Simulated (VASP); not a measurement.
# PbS (F-43m) in VASP: notebook

The runs below take PbS through single point, with PBE.

Everything below comes from runs of VASP 6.6.1. Logs are shortened: lines on timing, memory, paths and dates and some standing lists are left out, and cuts for length are marked.

### Step 1. The cell of the first run

The structure is cubic, space group F-43m (No. 216). The conventional cell has a = 6.511 Å, b = 6.511 Å, c = 6.511 Å, α = 90.00°, β = 90.00°, γ = 90.00°. Pb (site symmetry -43m) has 4 S at 2.82 Å within 3.7 Å. S (site symmetry -43m) has 4 Pb at 2.82 Å within 3.7 Å.

### Step 2. Single point, PBE (volume changed by -6%)

Input file INCAR:

```
SYSTEM = PbS
PREC = Accurate
ENCUT = 520
EDIFF = 1E-6
ISMEAR = 0
SIGMA = 0.01
LREAL = .FALSE.
LASPH = .TRUE.
NELM = 80
ALGO = Normal
ISIF = 2
LWAVE = .FALSE.
LCHARG = .TRUE.
GGA = PE
LELF = .TRUE.
LVHAR = .TRUE.
NBANDS = 17
```

Input file KPOINTS:

```
regular mesh
0
G
  6 6 6
  0 0 0
```

Input file POSCAR:

```
PbS
1.0
    0.0000000000      3.2557211193      3.2557211193
    3.2557211193      0.0000000000      3.2557211193
    3.2557211193      3.2557211193      0.0000000000
Pb S
1 1
Direct
    0.0000000000      0.0000000000      0.0000000000
    0.2500000000      0.2500000000      0.2500000000
```

Potentials or basis: VASP PAW PBE potentials, release 64 (Pb_d, S).

Command:

```console
> cat potpaw_PBE.64/Pb_d/POTCAR potpaw_PBE.64/S/POTCAR > POTCAR
> mpirun -np 1 vasp_std > vasp.out
```

OUTCAR:

```text
SYSTEM = PbS
   PREC = Accurate
   ENCUT = 520
   EDIFF = 1E-6
   ISMEAR = 0
   LREAL = .FALSE.
   LASPH = .TRUE.
   NELM = 80
   ISIF = 2
   GGA = PE

 ion  position               nearest neighbor table
   1  0.000  0.000  0.000-   2 2.82   2 2.82   2 2.82   2 2.82
   2  0.250  0.250  0.250-   1 2.82   1 2.82   1 2.82   1 2.82

  LATTYP: Found a face centered cubic cell.
 ALAT       =     6.5114422386

  Lattice vectors:

 A1 = (   0.0000000000,   3.2557211193,   3.2557211193)
 A2 = (   3.2557211193,   0.0000000000,   3.2557211193)
 A3 = (   3.2557211193,   3.2557211193,   0.0000000000)

Analysis of symmetry for initial positions (statically):
=====================================================================
 Subroutine PRICEL returns:
 Original cell was already a primitive cell.

 Routine SETGRP: Setting up the symmetry group for a
 face centered cubic supercell.

 Subroutine GETGRP returns: Found 24 space group operations
 (whereof 24 operations were pure point group operations)
 out of a pool of 48 trial point group operations.

The static configuration has the point symmetry T_d .

Analysis of symmetry for dynamics (positions and initial velocities):
=====================================================================
 Subroutine PRICEL returns:
 Original cell was already a primitive cell.

 Routine SETGRP: Setting up the symmetry group for a
 face centered cubic supercell.

 Subroutine GETGRP returns: Found 24 space group operations
 (whereof 24 operations were pure point group operations)
 out of a pool of 48 trial point group operations.

The dynamic configuration has the point symmetry T_d .

 Subroutine INISYM returns: Found 24 space group operations
 (whereof 24 operations are pure point group operations),
 and found     1 'primitive' translations

----------------------------------------------------------------------------------------

                                     Primitive cell

  volume of cell :      69.0195

  direct lattice vectors                    reciprocal lattice vectors
     0.000000000  3.255721119  3.255721119    -0.153575808  0.153575808  0.153575808
     3.255721119  0.000000000  3.255721119     0.153575808 -0.153575808  0.153575808
     3.255721119  3.255721119  0.000000000     0.153575808  0.153575808 -0.153575808

  length of vectors
     4.604284962  4.604284962  4.604284962     0.266001101  0.266001101  0.266001101

  position of ions in fractional coordinates (direct lattice)
     0.000000000  0.000000000  0.000000000
     0.250000000  0.250000000  0.250000000

  ion indices of the primitive-cell ions
   primitive index   ion index
                 1           1
                 2           2

----------------------------------------------------------------------------------------

 KPOINTS: regular mesh

Automatic generation of k-mesh.
 Grid dimensions read from file:
 generate k-points for:    6    6    6

 Generating k-lattice:

  Cartesian coordinates                     Fractional coordinates (reciprocal lattice)
    -0.025595968  0.025595968  0.025595968     0.166666667  0.000000000  0.000000000
     0.025595968 -0.025595968  0.025595968     0.000000000  0.166666667  0.000000000
     0.025595968  0.025595968 -0.025595968     0.000000000  0.000000000  0.166666667

  Length of vectors
     0.044333517  0.044333517  0.044333517

  Shift w.r.t. Gamma in fractional coordinates (k-lattice)
     0.000000000  0.000000000  0.000000000

 Subroutine IBZKPT returns following result:
 ===========================================

 Found     16 irreducible k-points:

 Following reciprocal coordinates:
            Coordinates               Weight
  0.000000  0.000000  0.000000      1.000000
  0.166667  0.000000  0.000000      8.000000
  0.333333  0.000000  0.000000      8.000000
  0.500000  0.000000  0.000000      4.000000
  0.166667  0.166667  0.000000      6.000000
  0.333333  0.166667  0.000000     24.000000
[... 8 lines left out ...]
 -0.333333  0.333333  0.166667     24.000000
 -0.333333  0.500000  0.166667     12.000000
   k-points           NKPTS =     16   k-points in BZ     NKDIM =     16   number of bands    NBANDS=     17
   number of dos      NEDOS =    301   number of ions     NIONS =      2
   total plane-waves  NPLWV =  46656
   dimension x,y,z NGX =    36 NGY =   36 NGZ =   36
   dimension x,y,z NGXF=    72 NGYF=   72 NGZF=   72
   ions per type =               1   1
   NGX,Y,Z   is equivalent  to a cutoff of  13.00, 13.00, 13.00 a.u.
   NGXF,Y,Z  is equivalent  to a cutoff of  26.00, 26.00, 26.00 a.u.
 SYSTEM =  PbS
   PREC   = accura    normal or accurate (medium, high low for compatibility)
   ISTART =      0    job   : 0-new  1-cont  2-samecut
   ICHARG =      2    charge: 1-file 2-atom 10-const
   ISPIN  =      1    spin polarized calculation?
   LNONCOLLINEAR =      F non collinear calculations
   LSORBIT =      F    spin-orbit coupling
   LASPH  =      T    aspherical Exc in radial PAW
   ENCUT  =  520.0 eV  38.22 Ry    6.18 a.u.   8.56  8.56  8.56*2*pi/ulx,y,z
   NELM   =     80;   NELMIN=  2; NELMDL= -5     # of ELM steps
   EDIFF  = 0.1E-05   stopping-criterion for ELM
   LREAL  =      F    real-space projection
   EDIFFG = 0.1E-04   stopping-criterion for IOM
   NSW    =      0    number of steps for IOM
   IBRION =     -1    ionic relax: 0-MD 1-quasi-New 2-CG
   NFREE  =      0    steps in history (QN), initial steepest desc. (CG)
   ISIF   =      2    stress and relaxation
   ISYM   =      2    0-nonsym 1-usesym 2-fastsym
   POTIM  = 0.5000    time-step for ionic-motion
   TEBEG  =    0.0;   TEEND  =   0.0 temperature during run
   PSTRESS=    0.0 pullay stress
   NELECT =      20.0000    total number of electrons
   NUPDOWN=      -1.0000    fix difference up-down
   EMIN   =  10.00;   EMAX   =-10.00  energy-range for DOS
   EFERMI =   0.00;   METHOD = LEGACY
   ISMEAR =     0;   SIGMA  =   0.01  broadening in eV -4-tet -1-fermi 0-gaus
   EFERMI_NEDOS =   21; number of points for ismear=-14 and -15
   IALGO  =     38    algorithm
   IMIX   =      4    mixing-type and parameters
     AMIX     =   0.40;   BMIX     =  1.00
     AMIX_MAG =   1.60;   BMIX_MAG =  1.00
  volume/ion in A,a.u.               =      34.51       232.88
  Fermi-wavevector in a.u.,A,eV,Ry     =   1.083330  2.047198 15.967865  1.173605
  Thomas-Fermi vector in A             =   2.219394
   LORBIT       =      0    0 simple, 1 ext, 2 COOP (PROOUT), +10 PAW based schemes
   GGA     = PE    functional components
   LHFCALC =     F    Hartree Fock is set to
   AEXX    =    0.0000 exact exchange contribution
   IVDW    =     0    specifies the selected vdW correction
   LEPSILON=     F    determine dielectric tensor
   LRPA    =     F    only Hartree local field effects (RPA)
 non-spin polarized calculation
 Gauss-broadening in eV      SIGMA  =   0.01
  energy-cutoff  :      520.00
  volume of cell :       69.02
 maximum number of plane-waves:      1874
 NGX is ok and might be reduce to    36
   NGX = 17   NGY = 17   NGZ = 17

 number of electron      20.0000003 magnetization

 Free energy of the ion-electron system (eV)
  ---------------------------------------------------
  ext. energy  EPLUGINS =         0.00000000
  ---------------------------------------------------
  free energy    TOTEN  =        -8.37642673 eV

  energy without entropy =       -8.37642673  energy(sigma->0) =       -8.37642673

 E-fermi :   3.2737     XC(G=0):  -8.0976

 val. band max:        3.1591583192   @ k =  -0.3333   0.5000   0.1667
 cond. band min:       3.9776672376   @ k =   0.5000   0.5000   0.0000
 fundamental gap:      0.8185089184
 Fermi energy:         3.2737253549

 k-point     1 :       0.0000    0.0000    0.0000
  band No.  band energies     occupation
      1     -13.4114      2.00000
      2     -13.4114      2.00000
      3     -13.4114      2.00000
      4     -13.3662      2.00000
      5     -13.3662      2.00000
      6      -9.6193      2.00000
[... 9 lines left out ...]
     16      11.8730      0.00000
     17      12.9334      0.00000

 k-point     2 :       0.1667    0.0000    0.0000
  band No.  band energies     occupation
      1     -13.4214      2.00000
      2     -13.4075      2.00000
      3     -13.4075      2.00000
      4     -13.3659      2.00000
      5     -13.3659      2.00000
      6      -9.4529      2.00000
[... 9 lines left out ...]
     16      11.1643      0.00000
     17      12.3187      0.00000

 k-point     3 :       0.3333    0.0000    0.0000
  band No.  band energies     occupation
      1     -13.4409      2.00000
      2     -13.4013      2.00000
      3     -13.4013      2.00000
      4     -13.3634      2.00000
      5     -13.3634      2.00000
      6      -9.0597      2.00000
[... 9 lines left out ...]
     16      11.2734      0.00000
     17      12.9474      0.00000

 k-point     4 :       0.5000    0.0000    0.0000
  band No.  band energies     occupation
      1     -13.4505      2.00000
      2     -13.3993      2.00000
      3     -13.3993      2.00000
      4     -13.3610      2.00000
      5     -13.3610      2.00000
      6      -8.8168      2.00000
[... 9 lines left out ...]
     16      12.1273      0.00000
     17      12.1273      0.00000

 k-point     5 :       0.1667    0.1667    0.0000
  band No.  band energies     occupation
      1     -13.4293      2.00000
      2     -13.4033      2.00000
      3     -13.4033      2.00000
      4     -13.3689      2.00000
      5     -13.3635      2.00000
      6      -9.3963      2.00000
[... 9 lines left out ...]
     16      12.0936      0.00000
     17      13.6779      0.00000

 k-point     6 :       0.3333    0.1667    0.0000
  band No.  band energies     occupation
      1     -13.4456      2.00000
      2     -13.3977      2.00000
      3     -13.3961      2.00000
      4     -13.3696      2.00000
      5     -13.3608      2.00000
      6      -9.0704      2.00000
[... 9 lines left out ...]
     16      12.1122      0.00000
     17      13.5309      0.00000

 k-point     7 :       0.5000    0.1667    0.0000
  band No.  band energies     occupation
      1     -13.4548      2.00000
      2     -13.3966      2.00000
      3     -13.3935      2.00000
      4     -13.3659      2.00000
      5     -13.3602      2.00000
      6      -8.7464      2.00000
[... 9 lines left out ...]
     16      12.2731      0.00000
     17      12.5366      0.00000

 k-point     8 :      -0.3333    0.1667    0.0000
  band No.  band energies     occupation
      1     -13.4502      2.00000
      2     -13.3977      2.00000
      3     -13.3959      2.00000
      4     -13.3644      2.00000
      5     -13.3627      2.00000
      6      -8.8322      2.00000
[... 9 lines left out ...]
     16      11.8152      0.00000
     17      12.8043      0.00000

 k-point     9 :      -0.1667    0.1667    0.0000
  band No.  band energies     occupation
      1     -13.4351      2.00000
      2     -13.4029      2.00000
      3     -13.4010      2.00000
      4     -13.3673      2.00000
      5     -13.3633      2.00000
      6      -9.2054      2.00000
[... 9 lines left out ...]
     16      11.1436      0.00000
     17      13.3658      0.00000

 k-point    10 :       0.3333    0.3333    0.0000
  band No.  band energies     occupation
      1     -13.4631      2.00000
      2     -13.3868      2.00000
      3     -13.3868      2.00000
      4     -13.3749      2.00000
      5     -13.3579      2.00000
      6      -8.8532      2.00000
[... 9 lines left out ...]
     16      12.6647      0.00000
     17      14.7918      0.00000

 k-point    11 :       0.5000    0.3333    0.0000
  band No.  band energies     occupation
      1     -13.4699      2.00000
      2     -13.3857      2.00000
      3     -13.3829      2.00000
      4     -13.3740      2.00000
      5     -13.3574      2.00000
      6      -8.5865      2.00000
[... 9 lines left out ...]
     16      12.6795      0.00000
     17      13.9072      0.00000

 k-point    12 :      -0.3333    0.3333    0.0000
  band No.  band energies     occupation
      1     -13.4619      2.00000
      2     -13.3923      2.00000
      3     -13.3864      2.00000
      4     -13.3684      2.00000
      5     -13.3617      2.00000
      6      -8.5767      2.00000
[... 9 lines left out ...]
     16      12.6900      0.00000
     17      14.2140      0.00000

 k-point    13 :       0.5000    0.5000    0.0000
  band No.  band energies     occupation
      1     -13.4792      2.00000
      2     -13.3785      2.00000
      3     -13.3785      2.00000
      4     -13.3781      2.00000
      5     -13.3551      2.00000
      6      -8.4943      2.00000
[... 9 lines left out ...]
     16      13.0762      0.00000
     17      13.5057      0.00000

 k-point    14 :       0.5000    0.3333    0.1667
  band No.  band energies     occupation
      1     -13.4577      2.00000
      2     -13.3945      2.00000
      3     -13.3881      2.00000
      4     -13.3702      2.00000
      5     -13.3599      2.00000
      6      -8.7603      2.00000
[... 9 lines left out ...]
     16      12.5687      0.00000
     17      13.4995      0.00000

 k-point    15 :      -0.3333    0.3333    0.1667
  band No.  band energies     occupation
      1     -13.4615      2.00000
      2     -13.3949      2.00000
      3     -13.3847      2.00000
      4     -13.3684      2.00000
      5     -13.3612      2.00000
      6      -8.5766      2.00000
[... 9 lines left out ...]
     16      12.3825      0.00000
     17      13.4985      0.00000

 k-point    16 :      -0.3333    0.5000    0.1667
  band No.  band energies     occupation
      1     -13.4696      2.00000
      2     -13.3891      2.00000
      3     -13.3802      2.00000
      4     -13.3724      2.00000
      5     -13.3588      2.00000
      6      -8.4870      2.00000
[... 9 lines left out ...]
     16      12.9610      0.00000
     17      13.0485      0.00000

------------------------ aborting loop because EDIFF is reached ----------------------------------------

  FORCE on cell =-STRESS in cart. coord.  units (eV):
  Direction    XX          YY          ZZ          XY          YZ          ZX
  --------------------------------------------------------------------------------------
  -------------------------------------------------------------------------------------
  Total        1.0465858      1.0465858      1.0465858     -0.0000000      0.0000000      0.0000000
  in kB       24.2948294     24.2948294     24.2948294     -0.0000000      0.0000000      0.0000000
  external PRESSURE =      24.2948294 kB  Pullay stress =       0.0000000 kB

 VOLUME and BASIS-vectors are now :
 -----------------------------------------------------------------------------
  energy-cutoff  :      520.00
  volume of cell :       69.02
      direct lattice vectors                 reciprocal lattice vectors
     0.000000000  3.255721119  3.255721119    -0.153575808  0.153575808  0.153575808
     3.255721119  0.000000000  3.255721119     0.153575808 -0.153575808  0.153575808
     3.255721119  3.255721119  0.000000000     0.153575808  0.153575808 -0.153575808

 POSITION                                       TOTAL-FORCE (eV/Angst)
 -----------------------------------------------------------------------------------
      0.00000      0.00000      0.00000         0.000000      0.000000      0.000000
      1.62786      1.62786      1.62786        -0.000000     -0.000000     -0.000000
 -----------------------------------------------------------------------------------
    total drift:                                0.000000      0.000000      0.000000

  FREE ENERGIE OF THE ION-ELECTRON SYSTEM (eV)
  ---------------------------------------------------
  free  energy   TOTEN  =        -8.3764267328 eV

  energy  without entropy=       -8.3764267328  energy(sigma->0) =       -8.37642673
```

Wall time 18 s (1 thread of Intel Xeon Platinum 8488C (Sapphire Rapids), shared host); peak memory 0.2 GiB.

Results:

| Quantity | Value |
| --- | --- |
| Free energy | -8.3764 eV |
| Pressure | 2.4 GPa |
| Band gap on the k mesh | 0.82 eV, indirect (least direct gap 1.21 eV) |

Caveat: spin-orbit coupling is left out, which moves the levels of the heavy elements.

[end of part 1 of 2]
